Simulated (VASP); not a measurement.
# Cr (Fd-3m) in VASP: a series of runs

The runs below take Cr through single point, with PBE.

All numbers are computed with VASP 6.6.1; they aren't measurements. Logs are shortened: lines on timing, memory, paths and dates and some standing lists are left out, and cuts for length are marked.

### Step 1. The cell of the first run

The structure is cubic, space group Fd-3m (No. 227). The conventional cell has a = 4.174 Å, b = 4.174 Å, c = 4.174 Å, α = 90.00°, β = 90.00°, γ = 90.00°. Within 2.4 Å of Cr (site symmetry -43m) lie 4 Cr at 1.81 Å.

This isn't the form of Cr at room conditions, which is bcc.

### Step 2. Single point, PBE, collinear spin, ferromagnetic start (9.09 Å³/atom)

Contents of POSCAR:

```
Cr
1.0
    0.0000000000      2.0870597253      2.0870597253
    2.0870597253      0.0000000000      2.0870597253
    2.0870597253      2.0870597253      0.0000000000
Cr
2
Direct
   -0.1250000000     -0.1250000000     -0.1250000000
    0.1250000000      0.1250000000      0.1250000000
```

Contents of INCAR.step1:

```
PREC = Accurate
ENCUT = 400
EDIFF = 1E-6
ISMEAR = -1
SIGMA = 0.05
LREAL = False
LASPH = True
NELM = 200
ALGO = Normal
ISIF = 2
LWAVE = False
LCHARG = True
ISPIN = 2
MAGMOM = 2 2
LMAXMIX = 4
GGA = PE
NBANDS = 23
GGA_COMPAT = False
NEDOS = 2001
LORBIT = 11
```

Contents of KPOINTS.step1:

```
Automatic mesh
0
Gamma
  15 15 15
```

Contents of INCAR.step2:

```
PREC = Accurate
ENCUT = 400
EDIFF = 1E-6
ISMEAR = -5
SIGMA = 0.05
LREAL = False
LASPH = True
NELM = 200
ALGO = Normal
ISIF = 2
LWAVE = False
LCHARG = False
ISPIN = 2
MAGMOM = 2 2
LORBIT = 11
LMAXMIX = 4
GGA = PE
NEDOS = 1001
ICHARG = 11
GGA_COMPAT = False
```

Contents of KPOINTS.step2:

```
Automatic mesh
0
Gamma
  23 23 23
```

Potentials or basis: VASP PAW PBE potentials, release 64 (Cr_pv).

Launch:

```bash
$ cat potpaw_PBE.64/Cr_pv/POTCAR > POTCAR
$ cp INCAR.step1 INCAR
$ cp KPOINTS.step1 KPOINTS
$ mpirun -np 1 vasp_std > vasp.out
$ cp INCAR.step2 INCAR
$ cp KPOINTS.step2 KPOINTS
$ mpirun -np 1 vasp_std > vasp.out
```

OUTCAR:

```text
PREC = Accurate
   ENCUT = 400
   EDIFF = 1E-6
   ISMEAR = -5
   LREAL = False
   LASPH = True
   NELM = 200
   ISIF = 2
   ISPIN = 2
   LORBIT = 11
   GGA = PE
   ICHARG = 11

 ion  position               nearest neighbor table
   1  0.875  0.875  0.875-   2 1.81   2 1.81   2 1.81   2 1.81
   2  0.125  0.125  0.125-   1 1.81   1 1.81   1 1.81   1 1.81

  LATTYP: Found a face centered cubic cell.
 ALAT       =     4.1741194506

  Lattice vectors:

 A1 = (   0.0000000000,   2.0870597253,   2.0870597253)
 A2 = (   2.0870597253,   0.0000000000,   2.0870597253)
 A3 = (   2.0870597253,   2.0870597253,   0.0000000000)

Analysis of symmetry for initial positions (statically):
=====================================================================
 Subroutine PRICEL returns:
 Original cell was already a primitive cell.

 Routine SETGRP: Setting up the symmetry group for a
 face centered cubic supercell.

 Subroutine GETGRP returns: Found 48 space group operations
 (whereof 12 operations were pure point group operations)
 out of a pool of 48 trial point group operations.

The static configuration has the point symmetry D_3d.
 The point group associated with its full space group is O_h .

Analysis of symmetry for dynamics (positions and initial velocities):
=====================================================================
 Subroutine PRICEL returns:
 Original cell was already a primitive cell.

 Routine SETGRP: Setting up the symmetry group for a
 face centered cubic supercell.

 Subroutine GETGRP returns: Found 48 space group operations
 (whereof 12 operations were pure point group operations)
 out of a pool of 48 trial point group operations.

The dynamic configuration has the point symmetry D_3d.
 The point group associated with its full space group is O_h .

Analysis of structural, dynamic, and magnetic symmetry:
=====================================================================
 Subroutine PRICEL returns:
 Original cell was already a primitive cell.

 Routine SETGRP: Setting up the symmetry group for a
 face centered cubic supercell.

 Subroutine GETGRP returns: Found 48 space group operations
 (whereof 12 operations were pure point group operations)
 out of a pool of 48 trial point group operations.

The overall configuration has the point symmetry D_3d.
 The point group associated with its full space group is O_h .

 Subroutine INISYM returns: Found 48 space group operations
 (whereof 12 operations are pure point group operations),
 and found     1 'primitive' translations

----------------------------------------------------------------------------------------

                                     Primitive cell

  volume of cell :      18.1817

  direct lattice vectors                    reciprocal lattice vectors
     0.000000000  2.087059725  2.087059725    -0.239571486  0.239571486  0.239571486
     2.087059725  0.000000000  2.087059725     0.239571486 -0.239571486  0.239571486
     2.087059725  2.087059725  0.000000000     0.239571486  0.239571486 -0.239571486

  length of vectors
     2.951548169  2.951548169  2.951548169     0.414949986  0.414949986  0.414949986

  position of ions in fractional coordinates (direct lattice)
     0.875000000  0.875000000  0.875000000
     0.125000000  0.125000000  0.125000000

  ion indices of the primitive-cell ions
   primitive index   ion index
                 1           1
                 2           2

----------------------------------------------------------------------------------------

 KPOINTS: Automatic mesh

Automatic generation of k-mesh.
 Grid dimensions read from file:
 generate k-points for:   23   23   23

 Generating k-lattice:

  Cartesian coordinates                     Fractional coordinates (reciprocal lattice)
    -0.010416152  0.010416152  0.010416152     0.043478261  0.000000000  0.000000000
     0.010416152 -0.010416152  0.010416152     0.000000000  0.043478261  0.000000000
     0.010416152  0.010416152 -0.010416152     0.000000000  0.000000000  0.043478261

  Length of vectors
     0.018041304  0.018041304  0.018041304

  Shift w.r.t. Gamma in fractional coordinates (k-lattice)
     0.000000000  0.000000000  0.000000000

 TETIRR: Found   1662 inequivalent tetrahedra from    73002

 Subroutine IBZKPT returns following result:
 ===========================================

 Found    364 irreducible k-points:

 Following reciprocal coordinates:
            Coordinates               Weight
  0.000000  0.000000  0.000000      1.000000
  0.043478  0.000000  0.000000      8.000000
  0.086957  0.000000  0.000000      8.000000
  0.130435  0.000000  0.000000      8.000000
  0.173913  0.000000  0.000000      8.000000
  0.217391  0.000000  0.000000      8.000000
[... 16 lines left out ...]
  0.478261  0.043478  0.000000     24.000000
 -0.478261  0.043478  0.000000     24.000000
 [... further k-points ...]
   k-points           NKPTS =    364   k-points in BZ     NKDIM =    364   number of bands    NBANDS=     18
   number of dos      NEDOS =   1001   number of ions     NIONS =      2
   total plane-waves  NPLWV =   8000
   dimension x,y,z NGX =    20 NGY =   20 NGZ =   20
   dimension x,y,z NGXF=    40 NGYF=   40 NGZF=   40
   ions per type =               2
   NGX,Y,Z   is equivalent  to a cutoff of  11.26, 11.26, 11.26 a.u.
   NGXF,Y,Z  is equivalent  to a cutoff of  22.53, 22.53, 22.53 a.u.
 SYSTEM =  unknown system
   PREC   = accura    normal or accurate (medium, high low for compatibility)
   ISTART =      0    job   : 0-new  1-cont  2-samecut
   ICHARG =     11    charge: 1-file 2-atom 10-const
   ISPIN  =      2    spin polarized calculation?
   LNONCOLLINEAR =      F non collinear calculations
   LSORBIT =      F    spin-orbit coupling
   LASPH  =      T    aspherical Exc in radial PAW
   ENCUT  =  400.0 eV  29.40 Ry    5.42 a.u.   4.81  4.81  4.81*2*pi/ulx,y,z
   NELM   =    200;   NELMIN=  2; NELMDL=  0     # of ELM steps
   EDIFF  = 0.1E-05   stopping-criterion for ELM
   LREAL  =      F    real-space projection
   EDIFFG = 0.1E-04   stopping-criterion for IOM
   NSW    =      0    number of steps for IOM
   IBRION =     -1    ionic relax: 0-MD 1-quasi-New 2-CG
   NFREE  =      0    steps in history (QN), initial steepest desc. (CG)
   ISIF   =      2    stress and relaxation
   ISYM   =      2    0-nonsym 1-usesym 2-fastsym
   POTIM  = 0.5000    time-step for ionic-motion
   TEBEG  =    0.0;   TEEND  =   0.0 temperature during run
   PSTRESS=    0.0 pullay stress
   NELECT =      24.0000    total number of electrons
   NUPDOWN=      -1.0000    fix difference up-down
   EMIN   =  10.00;   EMAX   =-10.00  energy-range for DOS
   EFERMI =   0.00;   METHOD = LEGACY
   ISMEAR =    -5;   SIGMA  =   0.05  broadening in eV -4-tet -1-fermi 0-gaus
   EFERMI_NEDOS =   21; number of points for ismear=-14 and -15
   IALGO  =     38    algorithm
   IMIX   =      4    mixing-type and parameters
     AMIX     =   0.40;   BMIX     =  1.00
     AMIX_MAG =   1.60;   BMIX_MAG =  1.00
  volume/ion in A,a.u.               =       9.09        61.35
  Fermi-wavevector in a.u.,A,eV,Ry     =   1.795837  3.393641 43.879229  3.225032
  Thomas-Fermi vector in A             =   2.857508
   LORBIT       =     11    0 simple, 1 ext, 2 COOP (PROOUT), +10 PAW based schemes
   GGA     = PE    functional components
   LHFCALC =     F    Hartree Fock is set to
   AEXX    =    0.0000 exact exchange contribution
   IVDW    =     0    specifies the selected vdW correction
   LEPSILON=     F    determine dielectric tensor
   LRPA    =     F    only Hartree local field effects (RPA)
 spin polarized calculation
 Fermi weights with tetrahedron method with Bloechl corrections
  energy-cutoff  :      400.00
  volume of cell :       18.18
 maximum number of plane-waves:       338

 number of electron      23.9999985 magnetization      -0.0000000

 Free energy of the ion-electron system (eV)
  ---------------------------------------------------
  ext. energy  EPLUGINS =         0.00000000
  ---------------------------------------------------
  free energy    TOTEN  =        -8.36963106 eV

  energy without entropy =       -8.36963106  energy(sigma->0) =       -8.36963106

 E-fermi :  14.8245     XC(G=0): -14.6491

 val. band max:       14.8436431268   @ k =  -0.4783   0.4783   0.0000
 cond. band min:      14.7576745944   @ k =  -0.2609   0.3043   0.0435
 fundamental gap:     -0.0859685324
 Fermi energy:        14.8244884603

 spin component 1

 k-point     1 :       0.0000    0.0000    0.0000
  band No.  band energies     occupation
      1     -29.7352      1.00000
      2     -29.7352      1.00000
      3     -29.7352      1.00000
      4     -26.6372      1.00000
      5     -26.6372      1.00000
      6     -26.6372      1.00000
[... 10 lines left out ...]
     17      20.3619      0.00000
     18      23.1997      0.00000

 k-point     2 :       0.0435    0.0000    0.0000
  band No.  band energies     occupation
      1     -29.7452      1.00000
      2     -29.7452      1.00000
      3     -29.7385      1.00000
      4     -26.6334      1.00000
      5     -26.6257      1.00000
      6     -26.6257      1.00000
[... 10 lines left out ...]
     17      20.3597      0.00000
     18      23.2016      0.00000

 k-point     3 :       0.0870    0.0000    0.0000
  band No.  band energies     occupation
      1     -29.7741      1.00000
      2     -29.7741      1.00000
      3     -29.7486      1.00000
      4     -26.6219      1.00000
      5     -26.5923      1.00000
      6     -26.5923      1.00000
[... 412 lines left out ...]
 k-point    23 :       0.4783    0.0435    0.0000
  band No.  band energies     occupation
      1     -30.2734      1.00000
      2     -30.2062      1.00000
      3     -29.8783      1.00000
      4     -26.4181      1.00000
      5     -26.0844      1.00000
      6     -26.0358      1.00000
[... 10 lines left out ...]
     17      19.6906      0.00000
     18      22.3759      0.00000

 k-point    24 :      -0.4783    0.0435    0.0000
  band No.  band energies     occupation
      1     -30.2844      1.00000
      2     -30.2035      1.00000
      3     -29.8830      1.00000
      4     -26.4109      1.00000
      5     -26.0868      1.00000
      6     -26.0231      1.00000
[... 10 lines left out ...]
     17      19.6333      0.00000
     18      22.1671      0.00000

 [... further k-points ...]

 spin component 2

 k-point     1 :       0.0000    0.0000    0.0000
  band No.  band energies     occupation
      1     -29.7352      1.00000
      2     -29.7352      1.00000
      3     -29.7352      1.00000
      4     -26.6372      1.00000
      5     -26.6372      1.00000
      6     -26.6372      1.00000
[... 10 lines left out ...]
     17      20.3619      0.00000
     18      23.1999      0.00000

 k-point     2 :       0.0435    0.0000    0.0000
  band No.  band energies     occupation
      1     -29.7452      1.00000
      2     -29.7452      1.00000
      3     -29.7385      1.00000
      4     -26.6334      1.00000
      5     -26.6257      1.00000
      6     -26.6257      1.00000
[... 10 lines left out ...]
     17      20.3597      0.00000
     18      23.2024      0.00000

 k-point     3 :       0.0870    0.0000    0.0000
  band No.  band energies     occupation
      1     -29.7741      1.00000
      2     -29.7741      1.00000
      3     -29.7486      1.00000
      4     -26.6219      1.00000
      5     -26.5923      1.00000
      6     -26.5923      1.00000
[... 412 lines left out ...]
 k-point    23 :       0.4783    0.0435    0.0000
  band No.  band energies     occupation
      1     -30.2734      1.00000
      2     -30.2062      1.00000
      3     -29.8783      1.00000
      4     -26.4181      1.00000
      5     -26.0844      1.00000
      6     -26.0358      1.00000
[... 10 lines left out ...]
     17      19.6906      0.00000
     18      22.3759      0.00000

 k-point    24 :      -0.4783    0.0435    0.0000
  band No.  band energies     occupation
      1     -30.2844      1.00000
      2     -30.2035      1.00000
      3     -29.8830      1.00000
      4     -26.4109      1.00000
      5     -26.0868      1.00000
      6     -26.0231      1.00000
[... 10 lines left out ...]
     17      19.6333      0.00000
     18      22.1671      0.00000

 [... further k-points ...]
[... 5 lines left out ...]
  --------------------------------------------------------------------------------------
  -------------------------------------------------------------------------------------
  Total       26.6902955     26.6902955     26.6902955     -0.0000000      0.0000000     -0.0000000
  in kB     2351.9567771   2351.9567771   2351.9567771     -0.0000000      0.0000000     -0.0000000
  external PRESSURE =    2351.9567771 kB  Pullay stress =       0.0000000 kB

 VOLUME and BASIS-vectors are now :
 -----------------------------------------------------------------------------
  energy-cutoff  :      400.00
  volume of cell :       18.18
      direct lattice vectors                 reciprocal lattice vectors
     0.000000000  2.087059725  2.087059725    -0.239571486  0.239571486  0.239571486
     2.087059725  0.000000000  2.087059725     0.239571486 -0.239571486  0.239571486
     2.087059725  2.087059725  0.000000000     0.239571486  0.239571486 -0.239571486

 POSITION                                       TOTAL-FORCE (eV/Angst)
 -----------------------------------------------------------------------------------
      3.65235      3.65235      3.65235         0.000000     -0.000000      0.000000
      0.52176      0.52176      0.52176        -0.000000      0.000000     -0.000000
 -----------------------------------------------------------------------------------
    total drift:                                0.000000     -0.000000     -0.000000

  FREE ENERGIE OF THE ION-ELECTRON SYSTEM (eV)
  ---------------------------------------------------
  free  energy   TOTEN  =        -8.3696310630 eV

  energy  without entropy=       -8.3696310630  energy(sigma->0) =       -8.36963106

 total charge

# of ion       s       p       d       tot
------------------------------------------
    1        0.514   6.420   5.629  12.563
    2        0.514   6.420   5.629  12.563
--------------------------------------------------
tot          1.027  12.840  11.258  25.125

 magnetization (x)

# of ion       s       p       d       tot
------------------------------------------
    1       -0.000  -0.000  -0.000  -0.000
    2       -0.000  -0.000  -0.000  -0.000
--------------------------------------------------
tot         -0.000  -0.000  -0.000  -0.000
```

Run time: 2 min. Hardware: 1 thread of Intel Xeon Platinum 8259CL at 2.50GHz (Skylake/Cascade Lake), shared host; peak memory 0.22 GiB.

What came out:

| Item | Value |
| --- | --- |
| Net moment | 0.00 μB per cell |

Levels at points of the mesh, in eV from the Fermi level:
Spin up:
```tsv
k point	band 10	band 11	band 12	band 13	band 14	band 15
(0.00, 0.00, 0.00)	-2.37	-2.37	-2.37	1.56	1.56	1.56
```
Spin down:
| k point | band 10 | band 11 | band 12 | band 13 | band 14 | band 15 |
| --- | --- | --- | --- | --- | --- | --- |
| (0.00, 0.00, 0.00) | -2.37 | -2.37 | -2.37 | 1.56 | 1.56 | 1.56 |

Caveat: atoms lie so close that the PAW spheres overlap strongly, which falsifies energies and pressures; tetrahedron occupations give inexact forces and stress in metals.

### Step 3. Single point, PBE, collinear spin, ferromagnetic start

This run uses another cell than the first one, of 16.53 Å³/atom.

Contents of POSCAR:

```
Cr
1.0
    0.0000000000      2.5473032377      2.5473032377
    2.5473032377      0.0000000000      2.5473032377
    2.5473032377      2.5473032377      0.0000000000
Cr
2
Direct
   -0.1250000000     -0.1250000000     -0.1250000000
    0.1250000000      0.1250000000      0.1250000000
```

Contents of INCAR.step1:

```
  ALGO = Normal
  EDIFF = 1E-6
  ENCUT = 400
  GGA = PE
  GGA_COMPAT = False
  ISIF = 2
  ISMEAR = -1
  ISPIN = 2
  LASPH = True
  LCHARG = True
  LMAXMIX = 4
  LORBIT = 11
  LREAL = False
  LWAVE = False
  MAGMOM = 2 2
  NBANDS = 23
  NEDOS = 2001
  NELM = 200
  PREC = Accurate
  SIGMA = 0.05
```

Contents of KPOINTS.step1:

```
k-points
0
Gamma
  15 15 15
```

Contents of INCAR.step2:

```
  ALGO = Normal
  EDIFF = 1E-6
  ENCUT = 400
  GGA = PE
  GGA_COMPAT = False
  ICHARG = 11
  ISIF = 2
  ISMEAR = -5
  ISPIN = 2
  LASPH = True
  LCHARG = False
  LMAXMIX = 4
  LORBIT = 10
  LREAL = False
  LWAVE = False
  MAGMOM = 2 2
  NEDOS = 1001
  NELM = 200
  PREC = Accurate
  SIGMA = 0.05
```

Contents of KPOINTS.step2:

```
k-points
0
Gamma
  23 23 23
```

Potentials or basis: VASP PAW PBE potentials, release 64 (Cr_pv).

Launch:

```bash
$ cat potpaw_PBE.64/Cr_pv/POTCAR > POTCAR
$ cp INCAR.step1 INCAR
$ cp KPOINTS.step1 KPOINTS
$ mpirun -np 1 vasp_std > vasp.out
$ cp INCAR.step2 INCAR
$ cp KPOINTS.step2 KPOINTS
$ mpirun -np 1 vasp_std > vasp.out
```

Run time: 1.9 min. Hardware: 1 thread of Intel Xeon 6975P-C (Granite Rapids), shared host; peak memory 0.3 GiB.

It converged, with:

| Item | Value |
| --- | --- |
| Net moment | 0.00 μB per cell |
| Valence electrons inside the program's atomic spheres | Cr 11.13 |

Levels at points of the mesh, in eV from the Fermi level:
Spin up:
```csv
k point,band 9,band 10,band 11,band 12,band 13,band 14,band 15,band 16
"(0.00, 0.00, 0.00)",-1.53,-1.06,-1.06,-1.06,1.07,1.07,1.07,3.12
```
Spin down:
```tsv
k point	band 10	band 11	band 12	band 13	band 14	band 15
(0.00, 0.00, 0.00)	-1.06	-1.06	-1.06	1.07	1.07	1.07
```

Caveat: tetrahedron occupations give inexact forces and stress in metals.
